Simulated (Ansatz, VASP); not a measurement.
**MgO5: VASP beside Ansatz**

The input INCAR:

```
SYSTEM = MgO5
ALGO = Normal ; EDIFF = 1E-6
EDIFFG = -0.04 ; ENCUT = 600
GGA = PE ; IBRION = 2
ISIF = 3 ; ISMEAR = 0
ISPIN = 2 ; LASPH = .True.
LCHARG = .False. ; LORBIT = 11
LREAL = .False. ; LWAVE = .False.
MAGMOM = 0 1 1 1 1 1 ; NELM = 150
NSW = 90 ; PREC = Accurate
SIGMA = 0.1
```

Contents of KPOINTS:

```
k-points
0
Gamma
  6 6 4
  0 0 0
```

Contents of POSCAR:

```
MgO5
1.0
    3.3481495000      0.0000000000      0.0000000000
    0.0000000000      3.3481495000      0.0000000000
    0.0000000000      0.0000000000      5.5703713000
Mg O
1 5
Direct
    0.5000000000      0.5000000000      0.5000000000
    0.5000000000      0.5000000000      0.1354661900
    0.5000000000      0.5000000000      0.8645338100
    0.0000000000      0.5000000000      0.0000000000
    0.5000000000      0.0000000000      0.0000000000
    0.0000000000      0.0000000000      0.5000000000
```

Input for Ansatz:

```yaml
crystal:
  lattice:
    - [3.3481495, 0.0, 0.0]
    - [0.0, 3.3481495, 0.0]
    - [0.0, 0.0, 5.5703713]
  atoms:
    - { symbol: Mg, position: [0.5, 0.5, 0.5] }
    - { symbol: O, position: [0.5, 0.5, 0.13546619], spin: 1.0 }
    - { symbol: O, position: [0.5, 0.5, 0.86453381], spin: 1.0 }
    - { symbol: O, position: [0.0, 0.5, 0.0], spin: 1.0 }
    - { symbol: O, position: [0.5, 0.0, 0.0], spin: 1.0 }
    - { symbol: O, position: [0.0, 0.0, 0.5], spin: 1.0 }
basis:
  ecutwfc: 420
kpoints:
  mp_grid: { grid: [6, 6, 4] }
hamiltonian:
  xc: pbe
scf:
  occupations: { method: gaussian, width: 0.1 }
  lower_state_search: "off"
output:
  forces: true
  stress: true
  eigenvalues: true
  populations: true
magnetization:
  spin_polarized: true
relax:
  adjacent_minimum: "off"
  f_tol: 0.04
  max_steps: 70
  cell: { stress_tol: 0.4 }
```

Alike in both runs: task relaxation of cell and atoms; functional PBE; k mesh 6 × 6 × 4; occupations gaussian, width 0.1 eV; collinear spin.

|  | VASP | Ansatz |
| --- | --- | --- |
| version | VASP 6.6.1 | Ansatz 0.2.0 |
| potentials or method | VASP PAW PBE potentials, release 64 (Mg, O), cutoff 600 eV | scalar-relativistic, plane waves, PAW |
| valence electrons in the cell | 32 | 40 |

```tsv
	VASP	Ansatz	Ansatz less VASP
gap on the k mesh at the Fermi level, each at its own relaxed structure (eV)	none	none	-
net moment per atom (μB)	0.00	0.04	+0.040
size of the moment on the site where the two differ most (μB)	0.00	0.29	+0.288
relaxed volume (Å³/atom)	10.19	10.33	+0.132
relaxed length of the cell vector where the two differ most in proportion (Å)	6.641	6.685	+0.0436
```

Site moments also hang on the region over which each program counts them. A gap of «none» marks a metal or a gap that the smearing closes. VASP's potentials hold 32 valence electrons a cell and Ansatz's 40, so a difference there can come from the potentials and not from the codes. Ansatz's warnings: seeded moment not kept.
